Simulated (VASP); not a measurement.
Here is a VASP 6.6.1 calculation.

File INCAR:

```
  ALGO = Normal
  EDIFF = 1E-7
  ENCUT = 520
  GGA = PE
  ISIF = 2
  ISMEAR = 0
  LASPH = True
  LCHARG = False
  LREAL = False
  LWAVE = False
  NBANDS = 21
  NELM = 100
  PREC = Accurate
  SIGMA = 0.1
```

KPOINTS

```
k-points
0
Gamma
  6 6 2
```

Contents of POSCAR:

```
SiC2
1.0
    2.7060274458     -0.0000000029      0.0000000000
   -1.3530137204      2.3434885129      0.0000000000
    0.0000000000      0.0000000000      7.8074644507
Si C
2 4
Direct
    0.6666666667      0.3333333333      0.8413823944
    0.6666666667      0.3333333333      0.1586176056
    0.3333333333      0.6666666667      0.6288216254
    0.3333333333      0.6666666667      0.0000000000
    0.3333333333      0.6666666667      0.3711783746
    0.6666666667      0.3333333333      0.5000000000
```

Potentials or basis: VASP PAW PBE potentials, release 64 (Si, C).

Command:

```bash
$ cat potpaw_PBE.64/Si/POTCAR potpaw_PBE.64/C/POTCAR > POTCAR
$ mpirun -np 1 vasp_std > vasp.out
```

Question: Predict the pressure.

Answer: 0.0 GPa.

Question: Predict the band gap on the k mesh.

Answer: Zero (band 12 reaches 12.95 eV, above the bottom of band 13 at 8.14 eV).

Question: Predict the largest force.

Answer: 0.009 eV/Å.

Forces in eV/Å, atoms in the order of the input:
```
Si   0.000  0.000  0.009
Si   0.000  0.000 -0.009
C    0.000  0.000 -0.009
C    0.000  0.000  0.000
C    0.000  0.000  0.009
C    0.000  0.000  0.000
```

Caveat: the k points lie up to 0.45 Å⁻¹ apart.
